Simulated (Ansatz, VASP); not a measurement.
# One calculation of SbPt, two programs

```
Pt Sb
1.0
     3.77639    0.00000    0.00000
    -1.88819    3.27045    0.00000
     0.00000    0.00000   16.69947
Pt Sb
5 5
Cartesian
  0.0000 0.0000 -0.0490
  0.0000 2.1803 3.2993
  0.0000 0.0000 6.7204
  0.0000 2.1803 10.0687
  1.8882 1.0901 13.3596
  1.8882 1.0901 1.5919
  1.8882 1.0901 5.0098
  1.8882 1.0901 8.4278
  0.0000 0.0000 11.7169
  0.0000 2.1803 15.0023
```

Alike in both runs: functional PBEsol; k mesh 12 × 12 × 3; occupations gaussian, width 0.1 eV; no spin polarisation.

Ansatz relaxed the structure, and its values are those at the end. VASP's run is a single point on that final structure, the one shown.

|  | VASP | Ansatz |
| --- | --- | --- |
| version | VASP 6.6.1 | Ansatz 0.2.0 |
| potentials or method | VASP PAW PBE potentials, release 64 (Pt, Sb), cutoff 520 eV | scalar-relativistic, plane waves, PAW |
| valence electrons in the cell | 75 | 165 |

```tsv
	VASP	Ansatz	Ansatz less VASP
gap on the k mesh at the Fermi level (eV)	none	none	-
pressure (GPa)	-0.2	0.0	+0.17
```

VASP's potentials were made for PBE, not for PBEsol. A gap of «none» marks a metal or a gap that the smearing closes. With one functional, cell and mesh, what is left measures potentials, basis and numerics. VASP's potentials hold 75 valence electrons a cell and Ansatz's 165, so a difference there can come from the potentials and not from the codes.

Neither program's run includes spin-orbit coupling.
